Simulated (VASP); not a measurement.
A run of VASP 6.6.1 is set up as follows.

Contents of INCAR:

```
PREC = Accurate ; ENCUT = 520
EDIFF = 1E-8 ; ISMEAR = -1
SIGMA = 0.05 ; LREAL = F
LASPH = T ; NELM = 60
ALGO = Normal ; ISIF = 2
LWAVE = F ; LCHARG = F
GGA = PE ; LEFG = T
NBANDS = 10
```

File KPOINTS:

```
regular mesh
0
Gamma
  15 15 15
```

File POSCAR:

```
Ir
1.0
    0.0000000000      1.8621090000      1.9197000000
    1.8621090000      0.0000000000      1.9197000000
    1.8621090000      1.8621090000      0.0000000000
Ir
1
Direct
    0.0000000000      0.0000000000      0.0000000000
```

Potentials or basis: VASP PAW PBE potentials, release 64 (Ir).

Launch:

```console
$ cat potpaw_PBE.64/Ir/POTCAR > POTCAR
$ mpirun -np 1 vasp_std > vasp.out
```

(1) Estimate the pressure.

Results:

(1) 38.0 GPa.

Caveat: the cell differs from its parent crystal (equal xx and yy strain of -3 %); without QUAD_EFG the Cq values of the log hold for a quadrupole moment of 1 mb, not for the nuclei.
